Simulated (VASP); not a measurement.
# MgO (P3m1) in VASP: notebook

The runs below take MgO through single point, with r2SCAN.

Program: VASP 6.6.1. These are calculated values, not measurements. Logs are shortened: lines on timing, memory, paths and dates and some standing lists are left out, and cuts for length are marked.

## 1. The cell of the first run

The structure is trigonal, space group P3m1 (No. 156). The conventional cell has a = 3.243 Å, b = 3.243 Å, c = 13.034 Å, α = 90.00°, β = 90.00°, γ = 120.00°. Mg (site symmetry 3m) has 4 O at 1.97 to 1.98 Å within 2.6 Å. Mg (site symmetry 3m) has 4 O at 1.97 Å within 2.6 Å. Within 2.6 Å of Mg (site symmetry 3m) lie 4 O at 1.97 to 1.99 Å. Mg (site symmetry 3m) has 4 O at 1.98 to 1.99 Å within 2.6 Å. Within 2.6 Å of Mg (site symmetry 3m) lie 4 O at 1.98 to 1.99 Å. Within 2.6 Å of O (site symmetry 3m) lie 4 Mg at 1.97 Å. Within 2.6 Å of O (site symmetry 3m) lie 4 Mg at 1.97 Å. Within 2.6 Å of O (site symmetry 3m) lie 4 Mg at 1.98 to 1.99 Å.

## 2. Single point, r2SCAN

File POSCAR:

```
MgO
1.0
    3.2426816376      0.0000000000      0.0000000000
   -1.6213408188      2.8082446746      0.0000000000
    0.0000000000      0.0000000000     13.0344121671
Mg O
5 5
Direct
    0.0000000000      0.0000000000      0.0006800203
    0.3333333333      0.6666666667      0.1987337449
    0.0000000000      0.0000000000      0.3973724431
    0.6666666667      0.3333333333      0.5986783973
    0.3333333333      0.6666666667      0.7999556335
    0.0000000000      0.0000000000      0.1516809115
    0.3333333333      0.6666666667      0.3497675224
    0.0000000000      0.0000000000      0.5497631789
    0.6666666667      0.3333333333      0.7510552701
    0.3333333333      0.6666666667      0.9523128779
```

File INCAR.step1:

```
SYSTEM = MgO
  ALGO = Normal
  EDIFF = 1E-4
  ENCUT = 520
  GGA = PE
  ISMEAR = 0
  LASPH = .TRUE.
  LCHARG = .FALSE.
  LREAL = .FALSE.
  LWAVE = .TRUE.
  NBANDS = 31
  NELM = 80
  PREC = Accurate
  SIGMA = 0.02
```

File INCAR.step2:

```
SYSTEM = MgO
  ALGO = Normal
  EDIFF = 1E-7
  ENCUT = 520
  ISIF = 2
  ISMEAR = 0
  ISTART = 1
  LASPH = .TRUE.
  LCHARG = .FALSE.
  LMIXTAU = .TRUE.
  LREAL = .FALSE.
  LWAVE = .FALSE.
  METAGGA = R2SCAN
  NBANDS = 31
  NELM = 80
  PREC = Accurate
  SIGMA = 0.02
```

File KPOINTS:

```
k-points
0
G
  9 9 2
  0 0 0
```

Potentials or basis: VASP PAW PBE potentials, release 64 (Mg, O).

Started as:

```sh
cat potpaw_PBE.64/Mg/POTCAR potpaw_PBE.64/O/POTCAR > POTCAR
cp INCAR.step1 INCAR
mpirun -np 1 vasp_std > vasp.out
cp INCAR.step2 INCAR
mpirun -np 1 vasp_std > vasp.out
```

OUTCAR:

```text
SYSTEM = MgO
   EDIFF = 1E-7
   ENCUT = 520
   ISIF = 2
   ISMEAR = 0
   ISTART = 1
   LASPH = .TRUE.
   LREAL = .FALSE.
   METAGGA = R2SCAN
   NELM = 80
   PREC = Accurate

 ion  position               nearest neighbor table
   1  0.000  0.000  0.001-   6 1.97  10 1.98  10 1.98  10 1.98   2 3.19   2 3.19   2 3.19   5 3.22
                             5 3.22   5 3.22
   2  0.333  0.667  0.199-   7 1.97   6 1.97   6 1.97   6 1.97   1 3.19   1 3.19   1 3.19   3 3.20
                             3 3.20   3 3.20
   3  0.000  0.000  0.397-   7 1.97   7 1.97   7 1.97   8 1.99   2 3.20   2 3.20   2 3.20   4 3.22
                             4 3.22   4 3.22
   4  0.667  0.333  0.599-   8 1.98   8 1.98   8 1.98   9 1.99   5 3.22   5 3.22   5 3.22   3 3.22
                             3 3.22   3 3.22
   5  0.333  0.667  0.800-   9 1.98   9 1.98   9 1.98  10 1.99   1 3.22   1 3.22   1 3.22   4 3.22
                             4 3.22   4 3.22
   6  0.000  0.000  0.152-   1 1.97   2 1.97   2 1.97   2 1.97
   7  0.333  0.667  0.350-   2 1.97   3 1.97   3 1.97   3 1.97
   8  0.000  0.000  0.550-   4 1.98   4 1.98   4 1.98   3 1.99
   9  0.667  0.333  0.751-   5 1.98   5 1.98   5 1.98   4 1.99
  10  0.333  0.667  0.952-   1 1.98   1 1.98   1 1.98   5 1.99

  LATTYP: Found a hexagonal cell.
 ALAT       =     3.2426816376
 C/A-ratio  =     4.0196397993

  Lattice vectors:

 A1 = (   3.2426816376,   0.0000000000,   0.0000000000)
 A2 = (  -1.6213408188,   2.8082446746,   0.0000000000)
 A3 = (   0.0000000000,   0.0000000000,  13.0344121671)

Analysis of symmetry for initial positions (statically):
=====================================================================
 Subroutine PRICEL returns:
 Original cell was already a primitive cell.

 Routine SETGRP: Setting up the symmetry group for a
 hexagonal supercell.

 Subroutine GETGRP returns: Found  6 space group operations
 (whereof  6 operations were pure point group operations)
 out of a pool of 24 trial point group operations.

The static configuration has the point symmetry C_3v.

Analysis of symmetry for dynamics (positions and initial velocities):
=====================================================================
 Subroutine PRICEL returns:
 Original cell was already a primitive cell.

 Routine SETGRP: Setting up the symmetry group for a
 hexagonal supercell.

 Subroutine GETGRP returns: Found  6 space group operations
 (whereof  6 operations were pure point group operations)
 out of a pool of 24 trial point group operations.

[... 123 lines left out ...]
   POTIM  = 0.5000    time-step for ionic-motion
   TEBEG  =    0.0;   TEEND  =   0.0 temperature during run
   PSTRESS=    0.0 pullay stress
   NELECT =      40.0000    total number of electrons
   NUPDOWN=      -1.0000    fix difference up-down
   EMIN   =  10.00;   EMAX   =-10.00  energy-range for DOS
   EFERMI =   0.00;   METHOD = LEGACY
   ISMEAR =     0;   SIGMA  =   0.02  broadening in eV -4-tet -1-fermi 0-gaus
   EFERMI_NEDOS =   21; number of points for ismear=-14 and -15
   IALGO  =     38    algorithm
   IMIX   =      4    mixing-type and parameters
     AMIX     =   0.40;   BMIX     =  1.00
     AMIX_MAG =   1.60;   BMIX_MAG =  1.00
  volume/ion in A,a.u.               =      11.87        80.10
  Fermi-wavevector in a.u.,A,eV,Ry     =   1.139247  2.152865 17.658783  1.297884
  Thomas-Fermi vector in A             =   2.275951
   LORBIT       =      0    0 simple, 1 ext, 2 COOP (PROOUT), +10 PAW based schemes
   METAGGA = R2SCAN    functional components
   LHFCALC =     F    Hartree Fock is set to
   AEXX    =    0.0000 exact exchange contribution
   IVDW    =     0    specifies the selected vdW correction
   LEPSILON=     F    determine dielectric tensor
   LRPA    =     F    only Hartree local field effects (RPA)
 non-spin polarized calculation
 Gauss-broadening in eV      SIGMA  =   0.02
  energy-cutoff  :      520.00
  volume of cell :      118.69
 maximum number of plane-waves:      3246
   NGX = 13   NGY = 13   NGZ = 49

 number of electron      40.0000027 magnetization

 Free energy of the ion-electron system (eV)
  ---------------------------------------------------
  ext. energy  EPLUGINS =         0.00000000
  ---------------------------------------------------
  free energy    TOTEN  =       -79.39619568 eV

  energy without entropy =      -79.39619568  energy(sigma->0) =      -79.39619568

 E-fermi :   0.6226     XC(G=0): -10.1699

 val. band max:        0.4397376574   @ k =   0.0000   0.0000   0.0000
 cond. band min:       4.7262133306   @ k =   0.0000   0.0000   0.0000
 fundamental gap:      4.2864756732
 Fermi energy:         0.6225881804

 k-point     1 :       0.0000    0.0000    0.0000
  band No.  band energies     occupation
      1     -16.5182      2.00000
      2     -16.2725      2.00000
      3     -16.2316      2.00000
      4     -15.9281      2.00000
      5     -15.8010      2.00000
      6      -2.5098      2.00000
[... 805 lines left out ...]
     30      12.3345      0.00000
     31      14.5308      0.00000

------------------------ aborting loop because EDIFF is reached ----------------------------------------

  FORCE on cell =-STRESS in cart. coord.  units (eV):
  Direction    XX          YY          ZZ          XY          YZ          ZX
  --------------------------------------------------------------------------------------
  -------------------------------------------------------------------------------------
  Total       -0.4183246     -0.4183246     -0.4060627      0.0000000      0.0000000     -0.0000000
  in kB       -5.6466817     -5.6466817     -5.4811662      0.0000000      0.0000000     -0.0000000
  external PRESSURE =      -5.5915099 kB  Pullay stress =       0.0000000 kB

 VOLUME and BASIS-vectors are now :
 -----------------------------------------------------------------------------
  energy-cutoff  :      520.00
  volume of cell :      118.69
      direct lattice vectors                 reciprocal lattice vectors
     3.242681638  0.000000000  0.000000000     0.308386734  0.178047164  0.000000000
    -1.621340819  2.808244675  0.000000000     0.000000000  0.356094328  0.000000000
     0.000000000  0.000000000 13.034412167     0.000000000  0.000000000  0.076719992

 POSITION                                       TOTAL-FORCE (eV/Angst)
 -----------------------------------------------------------------------------------
      0.00000      0.00000      0.00886         0.000000     -0.000000     -0.004663
     -0.00000      1.87216      2.59038         0.000000     -0.000000      0.005439
      0.00000      0.00000      5.17952        -0.000000      0.000000      0.005106
      1.62134      0.93608      7.80342        -0.000000      0.000000     -0.003996
     -0.00000      1.87216     10.42695        -0.000000      0.000000      0.006978
      0.00000      0.00000      1.97707        -0.000000      0.000000     -0.005521
     -0.00000      1.87216      4.55901        -0.000000      0.000000      0.001216
      0.00000      0.00000      7.16584        -0.000000      0.000000     -0.000446
      1.62134      0.93608      9.78956        -0.000000     -0.000000     -0.003045
     -0.00000      1.87216     12.41284        -0.000000     -0.000000     -0.001070
 -----------------------------------------------------------------------------------
    total drift:                               -0.000003      0.000004     -0.002844

  FREE ENERGIE OF THE ION-ELECTRON SYSTEM (eV)
  ---------------------------------------------------
  free  energy   TOTEN  =       -79.3961956822 eV

  energy  without entropy=      -79.3961956822  energy(sigma->0) =      -79.39619568
```

Run time: 3.3 min. Hardware: 1 thread of Intel Xeon 6975P-C (Granite Rapids), shared host; peak memory 0.27 GiB.

What came out:

* Free energy: -79.3962 eV
* Pressure: -0.6 GPa
* Largest force: 0.007 eV/Å
* Band gap on the k mesh: 4.29 eV, direct

Forces on the atoms (eV/Å):
```
Mg   0.000  0.000 -0.005
Mg   0.000  0.000  0.005
Mg   0.000  0.000  0.005
Mg   0.000  0.000 -0.004
Mg   0.000  0.000  0.007
O    0.000  0.000 -0.006
O    0.000  0.000  0.001
O    0.000  0.000  0.000
O    0.000  0.000 -0.003
O    0.000  0.000 -0.001
```

Caveat: the PAW data sets were made with another functional, which shifts forces and pressure a little. A k mesh can miss the band edges.

## 3. Single point, r2SCAN

File POSCAR:

```
MgO
1.0
    3.2426825956      0.0000000000      0.0000000000
   -1.6213412978      2.8082455043      0.0000000000
    0.0000000000      0.0000000000     13.0344070439
Mg O
5 5
Direct
    0.0000000000      0.0000000000     -0.0026268682
    0.3333333333      0.6666666667      0.1986776580
    0.6666666667      0.3333333333      0.3999563250
    0.0000000000      0.0000000000      0.6006799342
    0.6666666667      0.3333333333      0.7987331691
    0.0000000000      0.0000000000      0.1497635177
    0.3333333333      0.6666666667      0.3510546141
    0.6666666667      0.3333333333      0.5523136458
    0.0000000000      0.0000000000      0.7516804072
    0.6666666667      0.3333333333      0.9497675970
```

INCAR.step1 is that of step 2.

INCAR.step2 is that of step 2.

KPOINTS is that of step 2.

Potentials or basis: VASP PAW PBE potentials, release 64 (Mg, O).

Started as:

```sh
cat potpaw_PBE.64/Mg/POTCAR potpaw_PBE.64/O/POTCAR > POTCAR
cp INCAR.step1 INCAR
mpirun -np 1 vasp_std > vasp.out
cp INCAR.step2 INCAR
mpirun -np 1 vasp_std > vasp.out
```

OUTCAR:

```text
SYSTEM = MgO
   EDIFF = 1E-7
   ENCUT = 520
   ISIF = 2
   ISMEAR = 0
   ISTART = 1
   LASPH = .TRUE.
   LREAL = .FALSE.
   METAGGA = R2SCAN
   NELM = 80
   PREC = Accurate

 ion  position               nearest neighbor table
   1  0.000  0.000  0.997-  10 1.97  10 1.97  10 1.97   6 1.99   5 3.20   5 3.20   5 3.20   2 3.22
                             2 3.22   2 3.22
   2  0.333  0.667  0.199-   6 1.98   6 1.98   6 1.98   7 1.99   3 3.22   3 3.22   3 3.22   1 3.22
                             1 3.22   1 3.22
   3  0.667  0.333  0.400-   7 1.98   7 1.98   7 1.98   8 1.99   4 3.22   4 3.22   4 3.22   2 3.22
                             2 3.22   2 3.22
   4  0.000  0.000  0.601-   9 1.97   8 1.98   8 1.98   8 1.98   5 3.19   5 3.19   5 3.19   3 3.22
                             3 3.22   3 3.22
   5  0.667  0.333  0.799-  10 1.97   9 1.97   9 1.97   9 1.97   4 3.19   4 3.19   4 3.19   1 3.20
                             1 3.20   1 3.20
   6  0.000  0.000  0.150-   2 1.98   2 1.98   2 1.98   1 1.99
   7  0.333  0.667  0.351-   3 1.98   3 1.98   3 1.98   2 1.99
   8  0.667  0.333  0.552-   4 1.98   4 1.98   4 1.98   3 1.99
   9  0.000  0.000  0.752-   4 1.97   5 1.97   5 1.97   5 1.97
[... 215 lines left out ...]
      6      -2.5098      2.00000
[... 805 lines left out ...]
     30      12.3348      0.00000
     31      14.5309      0.00000

------------------------ aborting loop because EDIFF is reached ----------------------------------------

  FORCE on cell =-STRESS in cart. coord.  units (eV):
  Direction    XX          YY          ZZ          XY          YZ          ZX
  --------------------------------------------------------------------------------------
  -------------------------------------------------------------------------------------
  Total       -0.4186051     -0.4186051     -0.4056020     -0.0000000      0.0000000      0.0000000
  in kB       -5.6504667     -5.6504667     -5.4749469     -0.0000000      0.0000000      0.0000000
  external PRESSURE =      -5.5919601 kB  Pullay stress =       0.0000000 kB

 VOLUME and BASIS-vectors are now :
 -----------------------------------------------------------------------------
  energy-cutoff  :      520.00
  volume of cell :      118.69
      direct lattice vectors                 reciprocal lattice vectors
     3.242682596  0.000000000  0.000000000     0.308386643  0.178047111  0.000000000
    -1.621341298  2.808245504  0.000000000     0.000000000  0.356094223  0.000000000
     0.000000000  0.000000000 13.034407044     0.000000000  0.000000000  0.076720022

 POSITION                                       TOTAL-FORCE (eV/Angst)
 -----------------------------------------------------------------------------------
      0.00000      0.00000     13.00017        -0.000000      0.000000      0.004011
     -0.00000      1.87216      2.58965         0.000000     -0.000000     -0.000581
      1.62134      0.93608      5.21319        -0.000000     -0.000000     -0.004826
      0.00000      0.00000      7.82951        -0.000000      0.000000      0.008544
      1.62134      0.93608     10.41101        -0.000000      0.000000      0.001627
      0.00000      0.00000      1.95208        -0.000000      0.000000     -0.000088
     -0.00000      1.87216      4.57579        -0.000000      0.000000     -0.003701
      1.62134      0.93608      7.19908        -0.000000      0.000000     -0.005782
      0.00000      0.00000      9.79771        -0.000000      0.000000      0.000700
      1.62134      0.93608     12.37966         0.000000      0.000000      0.000096
 -----------------------------------------------------------------------------------
    total drift:                                0.000001      0.000001      0.013854

  FREE ENERGIE OF THE ION-ELECTRON SYSTEM (eV)
  ---------------------------------------------------
  free  energy   TOTEN  =       -79.3955297851 eV

  energy  without entropy=      -79.3955297851  energy(sigma->0) =      -79.39552979
```

OUTCAR.step1:

```text
SYSTEM = MgO
   EDIFF = 1E-4
   ENCUT = 520
   GGA = PE
   ISMEAR = 0
   LASPH = .TRUE.
   LREAL = .FALSE.
   NELM = 80
[... 1069 lines left out ...]
      1.62134      0.93608      7.19908         0.000000     -0.000000     -0.000432
      0.00000      0.00000      9.79771         0.000000     -0.000000      0.010363
      1.62134      0.93608     12.37966        -0.000000     -0.000000      0.011432
 -----------------------------------------------------------------------------------
    total drift:                               -0.000001      0.000001      0.001403

  FREE ENERGIE OF THE ION-ELECTRON SYSTEM (eV)
  ---------------------------------------------------
  free  energy   TOTEN  =       -58.5821069045 eV

  energy  without entropy=      -58.5821069045  energy(sigma->0) =      -58.58210690
```

OSZICAR.step1:

```text
N       E                     dE             d eps       ncg     rms          rms(c)
DAV:   1     0.199711163155E+03    0.19971E+03   -0.19513E+04  1504   0.115E+03
DAV:   2    -0.533042406501E+02   -0.25302E+03   -0.24446E+03  1851   0.250E+02
DAV:   3    -0.693193127455E+02   -0.16015E+02   -0.15946E+02  1803   0.668E+01
DAV:   4    -0.694308054875E+02   -0.11149E+00   -0.11147E+00  1733   0.646E+00
DAV:   5    -0.694315091266E+02   -0.70364E-03   -0.70361E-03  1843   0.504E-01    0.186E+01
DAV:   6    -0.587144966756E+02    0.10717E+02   -0.42662E+01  1642   0.340E+01    0.619E+00
DAV:   7    -0.586052591649E+02    0.10924E+00   -0.63671E-01  1628   0.471E+00    0.367E+00
DAV:   8    -0.585861018836E+02    0.19157E-01   -0.25640E-01  1768   0.445E+00    0.729E-01
DAV:   9    -0.585795300119E+02    0.65719E-02   -0.24562E-02  1817   0.942E-01    0.203E-01
DAV:  10    -0.585821228363E+02   -0.25928E-02   -0.52061E-03  1726   0.372E-01    0.108E-01
DAV:  11    -0.585821069045E+02    0.15932E-04   -0.13120E-04  1440   0.125E-01
   1 F= -.58582107E+02 E0= -.58582107E+02  d E =-.109266E-25
```

It took 3.2 min on 1 thread of Intel Xeon 6975P-C (Granite Rapids), shared host; peak memory 0.27 GiB.

Results:

```yaml
Free_energy: -79.3955 eV
Pressure: -0.6 GPa
Largest_force: 0.009 eV/Å
Band_gap_on_the_k_mesh: 4.29 eV, direct
```

Forces in eV/Å, atoms in the order of the input:
```
Mg   0.000  0.000  0.004
Mg   0.000  0.000 -0.001
Mg   0.000  0.000 -0.005
Mg   0.000  0.000  0.009
Mg   0.000  0.000  0.002
O    0.000  0.000  0.000
O    0.000  0.000 -0.004
O    0.000  0.000 -0.006
O    0.000  0.000  0.001
O    0.000  0.000  0.000
```

Levels at points of the mesh, in eV from the valence-band top:
| k point | band 16 | band 17 | band 18 | band 19 | band 20 | band 21 | band 22 | band 23 | band 24 | band 25 |
| --- | --- | --- | --- | --- | --- | --- | --- | --- | --- | --- |
| (0.00, 0.00, 0.00) | -0.14 | -0.14 | -0.04 | -0.04 | 0.00 | 4.29 | 6.02 | 6.04 | 8.59 | 8.74 |
| (0.00, 0.00, 0.50) | -0.22 | -0.13 | -0.13 | -0.04 | -0.04 | 4.77 | 4.92 | 7.35 | 7.38 | 9.56 |

Caveat: the PAW data sets were made with another functional, which shifts forces and pressure a little. A k mesh can miss the band edges.
